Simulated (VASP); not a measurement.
**Ge: relaxation of shape and atoms at fixed volume with PBE**

Crystal: Ge.

```
Ge
1.0
     2.75470    0.00000    0.00000
    -1.37735    2.38564    0.00000
     0.00000    0.00000    4.71501
Ge
2
Direct
  0.33333 0.66667 0.25000
  0.66667 0.33333 0.75000
```

This isn't the form of Ge at room conditions, which is diamond.

```
Program                : VASP 6.6.1
Task                   : relaxation of shape and atoms at fixed volume
Functional             : PBE
Potentials or basis    : VASP PAW PBE potentials, release 64 (Ge_d)
Cutoff                 : 600 eV
k mesh                 : 14 × 14 × 8
Occupations            : fermi-dirac, width 0.1 eV
Spin                   : no spin polarisation
Dipole correction      : no
Further INCAR settings : ALGO = Normal; EDIFF = 1e-06; IBRION = 2; EDIFFG = -0.005; NSW = 50; ISIF = 4
```

```json
{"Energy gained by relaxing": "0.2 meV/atom", "Ionic steps": "2", "Pressure after relaxing": "23.6 GPa", "Band gap on the k mesh": "zero (bands 14 and 15 overlap by 12.17 eV)"}
```

The path:
| step | energy change (eV) | largest force (eV/Å) | pressure (GPa) | volume (Å³) |
| --- | --- | --- | --- | --- |
| 1 | 0.0000 | 0.0000 | 23.54 | 30.99 |
| 2 | -0.0004 | 0.0000 | 23.65 | 30.99 |

Final structure:
```
CELL_PARAMETERS angstrom
2.75997 0.00000 0.00000
-1.37999 2.39021 0.00000
0.00000 0.00000 4.69702
ATOMIC_POSITIONS crystal
Ge 0.33333 0.66667 0.25000
Ge 0.66667 0.33333 0.75000
```

Levels at points of the mesh, in eV from the Fermi level:
| k point | band 11 | band 12 | band 13 | band 14 | band 15 | band 16 | band 17 | band 18 |
| --- | --- | --- | --- | --- | --- | --- | --- | --- |
| (0.00, 0.00, 0.00) | -15.09 | -9.00 | -7.08 | 8.89 | 8.89 | 10.06 | 10.97 | 10.97 |
| (0.50, 0.00, 0.00) | -8.85 | -7.87 | -2.64 | -2.34 | -1.36 | 1.00 | 3.46 | 7.48 |
| (0.00, 0.00, 0.50) | -13.37 | -13.37 | 0.63 | 0.63 | 10.09 | 10.09 | 10.09 | 10.09 |
| (0.50, 0.00, 0.50) | -7.22 | -7.22 | -6.04 | -6.04 | 5.18 | 5.18 | 5.20 | 5.20 |

It took 49 s on 1 thread of AMD EPYC 9R45 96-Core Processor (Zen 5), with other jobs on the host, peak memory 0.18 GiB.
